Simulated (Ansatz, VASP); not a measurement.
**Ti3Se in VASP and in Ansatz**

```
Se Ti
1.0
     3.19745    0.00000    0.00000
    -1.59872    2.76907    0.00000
     0.00000    0.00000    7.94275
Se Ti
1 3
Cartesian
  -0.0140 0.0179 0.0289
  1.5377 0.9292 3.9434
  -0.0048 1.8907 6.1834
  -0.0237 1.8698 1.7770
```

Change from the starting cell: atoms moved at random, drawn with an rms of 0.05 Å.

Alike in both runs: task single point; functional PBE; k mesh 10 × 10 × 4; occupations fermi-dirac, width 0.05 eV; no spin polarisation.

|  | VASP | Ansatz |
| --- | --- | --- |
| version | VASP 6.6.1 | Ansatz 0.2.0 |
| potentials or method | VASP PAW PBE potentials, release 64 (Se, Ti_sv) | Ansatz PAW |
| plane-wave cutoff (eV) | 520 | 420 |
| valence electrons in the cell | 42 | 52 |

|  | VASP | Ansatz | Ansatz less VASP |
| --- | --- | --- | --- |
| gap on the k mesh at the Fermi level (eV) | none | none | - |
| pressure (GPa) | 0.8 | 0.8 | -0.02 |
| traceless stress, the component that is largest in VASP (GPa) | -0.45 | -0.45 | -0.001 |
| rms of the force components (eV/Å) | 0.231 | 0.224 | -0.0074 |

Atom by atom the forces differ by 0.009 eV/Å (rms over components). A gap of «none» marks a metal or a gap that the smearing closes. VASP's potentials hold 42 valence electrons a cell and Ansatz's 52, so a difference there can come from the potentials and not from the codes.
